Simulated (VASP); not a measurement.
# MgO (R-3m) in VASP: a series of runs

The runs below take MgO through single point, with PBEsol.

Program: VASP 6.6.1. These are calculated values, not measurements. Logs are shortened: lines on timing, memory, paths and dates and some standing lists are left out, and cuts for length are marked.

**1. The cell of the first run**

Symmetry: R-3m, No. 166, trigonal system. The conventional cell has a = 2.397 Å, b = 2.397 Å, c = 11.741 Å, α = 90.00°, β = 90.00°, γ = 120.00°. Within 3.2 Å of Mg (site symmetry -3m) lie 6 Mg at 2.40 Å and 6 O at 2.40 Å. Within 3.2 Å of O (site symmetry -3m) lie 6 O at 2.40 Å and 6 Mg at 2.40 Å.

**2. Single point, PBEsol**

Contents of INCAR:

```
SYSTEM = MgO
PREC = Accurate
ENCUT = 520
EDIFF = 1E-6
ISMEAR = 0
SIGMA = 0.05
LREAL = .False.
LASPH = .True.
NELM = 100
ALGO = Normal
ISIF = 2
LWAVE = .False.
LCHARG = .True.
GGA = PS
LELF = .True.
LVHAR = .True.
NBANDS = 11
```

Contents of KPOINTS:

```
Automatic mesh
0
Gamma
  10 10 10
  0 0 0
```

Contents of POSCAR:

```
MgO
1.0
    1.1297797854      2.8244494634      2.8244494634
    2.8244494634      1.1297797854      2.8244494634
    2.8244494634      2.8244494634      1.1297797854
Mg O
1 1
Direct
    0.0000000000      0.0000000000      0.0000000000
    0.5000000000      0.5000000000      0.5000000000
```

Potentials or basis: VASP PAW PBE potentials, release 64 (Mg, O).

Run with:

```
cat potpaw_PBE.64/Mg/POTCAR potpaw_PBE.64/O/POTCAR > POTCAR
mpirun -np 1 vasp_std > vasp.out
```

OUTCAR:

```text
SYSTEM = MgO
   PREC = Accurate
   ENCUT = 520
   EDIFF = 1E-6
   ISMEAR = 0
   LREAL = .False.
   LASPH = .True.
   NELM = 100
   ISIF = 2
   GGA = PS

 ion  position               nearest neighbor table
   1  0.000  0.000  0.000-   2 2.40   2 2.40   2 2.40   2 2.40   2 2.40   2 2.40
   2  0.500  0.500  0.500-   1 2.40   1 2.40   1 2.40   1 2.40   1 2.40   1 2.40

  LATTYP: Found a trigonal (rhomboedric) cell.
 ALAT       =     4.1510759938
 COS(alpha) =     0.8333333333

  Lattice vectors:

 A1 = (   1.1297797854,   2.8244494634,   2.8244494634)
 A2 = (   2.8244494634,   1.1297797854,   2.8244494634)
 A3 = (   2.8244494634,   2.8244494634,   1.1297797854)

Analysis of symmetry for initial positions (statically):
=====================================================================
 Subroutine PRICEL returns:
 Original cell was already a primitive cell.

 Routine SETGRP: Setting up the symmetry group for a
 trigonal (rhombohedral) supercell.

 Subroutine GETGRP returns: Found 12 space group operations
 (whereof 12 operations were pure point group operations)
 out of a pool of 12 trial point group operations.

The static configuration has the point symmetry D_3d.

Analysis of symmetry for dynamics (positions and initial velocities):
=====================================================================
 Subroutine PRICEL returns:
 Original cell was already a primitive cell.

 Routine SETGRP: Setting up the symmetry group for a
 trigonal (rhombohedral) supercell.

 Subroutine GETGRP returns: Found 12 space group operations
 (whereof 12 operations were pure point group operations)
 out of a pool of 12 trial point group operations.

The dynamic configuration has the point symmetry D_3d.

 Subroutine INISYM returns: Found 12 space group operations
 (whereof 12 operations are pure point group operations),
 and found     1 'primitive' translations

----------------------------------------------------------------------------------------

                                     Primitive cell

  volume of cell :      19.4677

  direct lattice vectors                    reciprocal lattice vectors
     1.129779785  2.824449463  2.824449463    -0.344216540  0.245868957  0.245868957
     2.824449463  1.129779785  2.824449463     0.245868957 -0.344216540  0.245868957
     2.824449463  2.824449463  1.129779785     0.245868957  0.245868957 -0.344216540

  length of vectors
     4.151075994  4.151075994  4.151075994     0.489273047  0.489273047  0.489273047

  position of ions in fractional coordinates (direct lattice)
     0.000000000  0.000000000  0.000000000
     0.500000000  0.500000000  0.500000000

  ion indices of the primitive-cell ions
   primitive index   ion index
                 1           1
                 2           2

----------------------------------------------------------------------------------------

 KPOINTS: Automatic mesh

Automatic generation of k-mesh.
 Grid dimensions read from file:
 generate k-points for:   10   10   10

 Generating k-lattice:

  Cartesian coordinates                     Fractional coordinates (reciprocal lattice)
    -0.034421654  0.024586896  0.024586896     0.100000000  0.000000000  0.000000000
     0.024586896 -0.034421654  0.024586896     0.000000000  0.100000000  0.000000000
     0.024586896  0.024586896 -0.034421654     0.000000000  0.000000000  0.100000000

  Length of vectors
     0.048927305  0.048927305  0.048927305

  Shift w.r.t. Gamma in fractional coordinates (k-lattice)
     0.000000000  0.000000000  0.000000000

 Subroutine IBZKPT returns following result:
 ===========================================

 Found    116 irreducible k-points:

 Following reciprocal coordinates:
            Coordinates               Weight
  0.000000  0.000000  0.000000      1.000000
  0.100000  0.000000  0.000000      6.000000
  0.200000  0.000000  0.000000      6.000000
  0.300000  0.000000  0.000000      6.000000
  0.400000 -0.000000 -0.000000      6.000000
  0.500000 -0.000000 -0.000000      3.000000
[... 16 lines left out ...]
  0.300000  0.300000  0.000000      6.000000
  0.400000  0.300000  0.000000     12.000000
 [... further k-points ...]
   k-points           NKPTS =    116   k-points in BZ     NKDIM =    116   number of bands    NBANDS=     11
   number of dos      NEDOS =    301   number of ions     NIONS =      2
   total plane-waves  NPLWV =  32768
   dimension x,y,z NGX =    32 NGY =   32 NGZ =   32
   dimension x,y,z NGXF=    64 NGYF=   64 NGZF=   64
   ions per type =               1   1
   NGX,Y,Z   is equivalent  to a cutoff of  12.82, 12.82, 12.82 a.u.
   NGXF,Y,Z  is equivalent  to a cutoff of  25.63, 25.63, 25.63 a.u.
 SYSTEM =  MgO
   PREC   = accura    normal or accurate (medium, high low for compatibility)
   ISTART =      0    job   : 0-new  1-cont  2-samecut
   ICHARG =      2    charge: 1-file 2-atom 10-const
   ISPIN  =      1    spin polarized calculation?
   LNONCOLLINEAR =      F non collinear calculations
   LSORBIT =      F    spin-orbit coupling
   LASPH  =      T    aspherical Exc in radial PAW
   ENCUT  =  520.0 eV  38.22 Ry    6.18 a.u.   7.72  7.72  7.72*2*pi/ulx,y,z
   NELM   =    100;   NELMIN=  2; NELMDL= -5     # of ELM steps
   EDIFF  = 0.1E-05   stopping-criterion for ELM
   LREAL  =      F    real-space projection
   EDIFFG = 0.1E-04   stopping-criterion for IOM
   NSW    =      0    number of steps for IOM
   IBRION =     -1    ionic relax: 0-MD 1-quasi-New 2-CG
   NFREE  =      0    steps in history (QN), initial steepest desc. (CG)
   ISIF   =      2    stress and relaxation
   ISYM   =      2    0-nonsym 1-usesym 2-fastsym
   POTIM  = 0.5000    time-step for ionic-motion
   TEBEG  =    0.0;   TEEND  =   0.0 temperature during run
   PSTRESS=    0.0 pullay stress
   NELECT =       8.0000    total number of electrons
   NUPDOWN=      -1.0000    fix difference up-down
   EMIN   =  10.00;   EMAX   =-10.00  energy-range for DOS
   EFERMI =   0.00;   METHOD = LEGACY
   ISMEAR =     0;   SIGMA  =   0.05  broadening in eV -4-tet -1-fermi 0-gaus
   EFERMI_NEDOS =   21; number of points for ismear=-14 and -15
   IALGO  =     38    algorithm
   IMIX   =      4    mixing-type and parameters
     AMIX     =   0.40;   BMIX     =  1.00
     AMIX_MAG =   1.60;   BMIX_MAG =  1.00
  volume/ion in A,a.u.               =       9.73        65.69
  Fermi-wavevector in a.u.,A,eV,Ry     =   1.217119  2.300022 20.155386  1.481379
  Thomas-Fermi vector in A             =   2.352450
   LORBIT       =      0    0 simple, 1 ext, 2 COOP (PROOUT), +10 PAW based schemes
   GGA     = PS    functional components
   LHFCALC =     F    Hartree Fock is set to
   AEXX    =    0.0000 exact exchange contribution
   IVDW    =     0    specifies the selected vdW correction
   LEPSILON=     F    determine dielectric tensor
   LRPA    =     F    only Hartree local field effects (RPA)
 non-spin polarized calculation
 Gauss-broadening in eV      SIGMA  =   0.05
  energy-cutoff  :      520.00
  volume of cell :       19.47
 maximum number of plane-waves:       548
   NGX = 15   NGY = 15   NGZ = 15

 number of electron       7.9999998 magnetization

 Free energy of the ion-electron system (eV)
  ---------------------------------------------------
  ext. energy  EPLUGINS =         0.00000000
  ---------------------------------------------------
  free energy    TOTEN  =        -6.07867670 eV

  energy without entropy =       -6.07604486  energy(sigma->0) =       -6.07736078

 E-fermi :   5.4692     XC(G=0): -11.3909

 val. band max:        5.4689766388   @ k =   0.4000   0.4000   0.4000
 cond. band min:       5.4807505021   @ k =  -0.3000   0.1000   0.1000
 fundamental gap:      0.0117738632
 Fermi energy:         5.4691935078

 k-point     1 :       0.0000    0.0000    0.0000
  band No.  band energies     occupation
      1     -13.8151      2.00000
      2      -0.4745      2.00000
      3       0.4835      2.00000
      4       6.2863      0.00000
      5       6.2863      0.00000
      6      15.3191      0.00000
      7      18.8240      0.00000
      8      24.7014      0.00000
      9      24.7014      0.00000
     10      29.3288      0.00000
     11      30.3392      0.00000

 k-point     2 :       0.1000    0.0000    0.0000
  band No.  band energies     occupation
      1     -13.6193      2.00000
      2      -0.4202      2.00000
      3       0.9193      2.00000
      4       5.6770      0.00000
      5       6.1578      0.00000
      6      15.1569      0.00000
      7      19.3322      0.00000
      8      21.9109      0.00000
      9      24.4992      0.00000
     10      28.4982      0.00000
     11      29.8795      0.00000

 k-point     3 :       0.2000    0.0000    0.0000
  band No.  band energies     occupation
      1     -13.0670      2.00000
      2      -0.0799      2.00000
      3       1.8383      2.00000
      4       4.3386      2.00000
      5       5.8340      0.00000
      6      14.5951      0.00000
      7      18.4845      0.00000
      8      20.4222      0.00000
      9      24.0049      0.00000
     10      25.0146      0.00000
     11      28.0600      0.00000

 k-point     4 :       0.3000    0.0000    0.0000
  band No.  band energies     occupation
      1     -12.2798      2.00000
      2       0.5454      2.00000
      3       1.6462      2.00000
      4       4.2566      2.00000
      5       5.4561      1.28879
      6      13.1846      0.00000
      7      16.4668      0.00000
      8      21.3478      0.00000
      9      21.9569      0.00000
     10      23.4621      0.00000
     11      25.4229      0.00000

 k-point     5 :       0.4000   -0.0000   -0.0000
  band No.  band energies     occupation
      1     -11.5165      2.00000
      2       0.1819      2.00000
      3       1.4648      2.00000
      4       5.1662      2.00000
      5       5.5802      0.00169
      6      11.3553      0.00000
      7      15.7274      0.00000
      8      19.5862      0.00000
      9      21.8951      0.00000
     10      23.0705      0.00000
     11      23.4718      0.00000
[... 211 lines left out ...]
 k-point    21 :      -0.3000    0.2000    0.0000
  band No.  band energies     occupation
      1     -11.2458      2.00000
      2       0.6162      2.00000
      3       1.8906      2.00000
      4       3.5245      2.00000
      5       6.3215      0.00000
      6      10.8024      0.00000
      7      16.6857      0.00000
      8      17.1899      0.00000
      9      20.4747      0.00000
     10      22.0747      0.00000
     11      26.3819      0.00000

 k-point    22 :      -0.2000    0.2000    0.0000
  band No.  band energies     occupation
      1     -11.8935      2.00000
      2       1.2815      2.00000
      3       1.3614      2.00000
      4       4.3823      2.00000
      5       4.7734      2.00000
      6      12.2513      0.00000
      7      16.7811      0.00000
      8      18.7677      0.00000
      9      22.2342      0.00000
     10      22.9330      0.00000
     11      25.5651      0.00000

 k-point    23 :       0.3000    0.3000    0.0000
  band No.  band energies     occupation
      1     -12.2574      2.00000
      2      -0.1489      2.00000
      3       1.9005      2.00000
      4       5.2383      2.00000
      5       5.4526      1.36046
      6      12.6037      0.00000
      7      15.9405      0.00000
      8      20.1214      0.00000
      9      22.6813      0.00000
     10      24.1652      0.00000
     11      28.7555      0.00000

 k-point    24 :       0.4000    0.3000    0.0000
  band No.  band energies     occupation
      1     -11.7611      2.00000
      2       0.2819      2.00000
      3       1.3261      2.00000
      4       4.8232      2.00000
      5       6.2498      0.00000
      6      11.5564      0.00000
      7      15.5947      0.00000
      8      19.0296      0.00000
      9      21.7161      0.00000
     10      23.9724      0.00000
     11      26.2113      0.00000

 [... further k-points ...]
[... 5 lines left out ...]
  --------------------------------------------------------------------------------------
  -------------------------------------------------------------------------------------
  Total        3.5015251      3.5015251      3.5015251     -6.6439354     -6.6439354     -6.6439354
  in kB      288.1725821    288.1725821    288.1725821   -546.7903150   -546.7903150   -546.7903150
  external PRESSURE =     288.1725821 kB  Pullay stress =       0.0000000 kB

 VOLUME and BASIS-vectors are now :
 -----------------------------------------------------------------------------
  energy-cutoff  :      520.00
  volume of cell :       19.47
      direct lattice vectors                 reciprocal lattice vectors
     1.129779785  2.824449463  2.824449463    -0.344216540  0.245868957  0.245868957
     2.824449463  1.129779785  2.824449463     0.245868957 -0.344216540  0.245868957
     2.824449463  2.824449463  1.129779785     0.245868957  0.245868957 -0.344216540

 POSITION                                       TOTAL-FORCE (eV/Angst)
 -----------------------------------------------------------------------------------
      0.00000      0.00000      0.00000         0.000000     -0.000000      0.000000
      3.38934      3.38934      3.38934        -0.000000      0.000000     -0.000000
 -----------------------------------------------------------------------------------
    total drift:                                0.000000      0.000000      0.000000

  FREE ENERGIE OF THE ION-ELECTRON SYSTEM (eV)
  ---------------------------------------------------
  free  energy   TOTEN  =        -6.0786766975 eV

  energy  without entropy=       -6.0760448586  energy(sigma->0) =       -6.07736078
```

Run time: 42 s. Hardware: 1 thread of Intel Xeon Platinum 8259CL at 2.50GHz (Skylake/Cascade Lake), shared host; peak memory 0.18 GiB.

What came out:

```yaml
Free_energy: -6.0787 eV
Pressure: 28.8 GPa
Band_gap_on_the_k_mesh: zero (band 4 reaches 6.29 eV, above the bottom of band 5 at 4.77 eV)
```

Stress tensor (GPa, compression positive):
```
 28.82 -54.68 -54.68
-54.68  28.82 -54.68
-54.68 -54.68  28.82
```

Caveat: the PAW data sets were made with another functional, which shifts forces and pressure a little.

**3. Single point, PBEsol**

This run uses another cell than the first one, of the same volume but with other edges.

Contents of INCAR:

```
PREC = Accurate ; ENCUT = 520
EDIFF = 1E-6 ; ISMEAR = 0
SIGMA = 0.05 ; LREAL = False
LASPH = True ; NELM = 80
ALGO = Normal ; ISIF = 2
LWAVE = False ; LCHARG = False
GGA = PS ; NBANDS = 11
```

Contents of KPOINTS:

```
regular mesh
0
Gamma
  10 10 10
```

Contents of POSCAR:

```
MgO
1.0
   -0.4627172392      1.9306477911      1.9306477911
    1.9306477911     -0.4627172392      1.9306477911
    1.9306477911      1.9306477911     -0.4627172392
Mg O
1 1
Direct
    0.0000000000      0.0000000000      0.0000000000
    0.5000000000      0.5000000000      0.5000000000
```

Potentials or basis: VASP PAW PBE potentials, release 64 (Mg, O).

Run with:

```
cat potpaw_PBE.64/Mg/POTCAR potpaw_PBE.64/O/POTCAR > POTCAR
mpirun -np 1 vasp_std > vasp.out
```

OUTCAR:

```text
PREC = Accurate
   ENCUT = 520
   EDIFF = 1E-6
   ISMEAR = 0
   LREAL = False
   LASPH = True
   NELM = 80
   ISIF = 2
   GGA = PS

 ion  position               nearest neighbor table
   1  0.000  0.000  0.000-   2 2.19   2 2.19   2 2.19   2 2.19   2 2.19   2 2.19
   2  0.500  0.500  0.500-   1 2.19   1 2.19   1 2.19   1 2.19   1 2.19   1 2.19

  LATTYP: Found a trigonal (rhomboedric) cell.
 ALAT       =     2.7692795146
 COS(alpha) =     0.2530624440

  Lattice vectors:

 A1 = (  -0.4627172392,   1.9306477911,   1.9306477911)
 A2 = (   1.9306477911,  -0.4627172392,   1.9306477911)
[... 514 lines left out ...]
      7      16.9922      0.00000
      8      17.8774      0.00000
      9      23.6979      0.00000
     10      25.7926      0.00000
     11      26.0932      0.00000

 [... further k-points ...]
[... 5 lines left out ...]
  --------------------------------------------------------------------------------------
  -------------------------------------------------------------------------------------
  Total       -0.7746999     -0.7746999     -0.7746999      1.6959037      1.6959037      1.6959037
  in kB      -63.7571567    -63.7571567    -63.7571567    139.5714497    139.5714497    139.5714497
  external PRESSURE =     -63.7571567 kB  Pullay stress =       0.0000000 kB

 VOLUME and BASIS-vectors are now :
 -----------------------------------------------------------------------------
  energy-cutoff  :      520.00
  volume of cell :       19.47
      direct lattice vectors                 reciprocal lattice vectors
    -0.462717239  1.930647791  1.930647791    -0.180467617  0.237354148  0.237354148
     1.930647791 -0.462717239  1.930647791     0.237354148 -0.180467617  0.237354148
     1.930647791  1.930647791 -0.462717239     0.237354148  0.237354148 -0.180467617

 POSITION                                       TOTAL-FORCE (eV/Angst)
 -----------------------------------------------------------------------------------
      0.00000      0.00000      0.00000         0.000000     -0.000000      0.000000
      1.69929      1.69929      1.69929        -0.000000      0.000000     -0.000000
 -----------------------------------------------------------------------------------
    total drift:                               -0.000000     -0.000000      0.000000

  FREE ENERGIE OF THE ION-ELECTRON SYSTEM (eV)
  ---------------------------------------------------
  free  energy   TOTEN  =       -11.6615724972 eV

  energy  without entropy=      -11.6615724972  energy(sigma->0) =      -11.66157250
```

stdout:

```text
POSCAR found type information on POSCAR MgO
 POSCAR found :  2 types and       2 ions
 scaLAPACK will be used
 -----------------------------------------------------------------------------
|                                                                             |
|                                                                             |
|     You enforced a specific xc type in the INCAR file but a different       |
|     I HOPE YOU KNOW WHAT YOU ARE DOING!                                     |
|                                                                             |
 -----------------------------------------------------------------------------

 LDA part: xc-table for (Slater+PW92), standard interpolation
 POSCAR, INCAR and KPOINTS ok, starting setup
 FFT: planning ... GRIDC
 FFT: planning ... GRID_SOFT
 FFT: planning ... GRID
 WAVECAR not read
 entering main loop
```

It took 17 s on 1 thread of Intel Xeon Platinum 8259CL at 2.50GHz (Skylake/Cascade Lake), shared host; peak memory 0.15 GiB.

What came out:

```yaml
Free_energy: -11.6616 eV
Pressure: -6.4 GPa
Band_gap_on_the_k_mesh: 2.57 eV, direct
```

Stress tensor (GPa, compression positive):
```
-6.38 13.96 13.96
13.96 -6.38 13.96
13.96 13.96 -6.38
```

Caveat: the PAW data sets were made with another functional, which shifts forces and pressure a little.

(Part 1 of 2 ends here.)
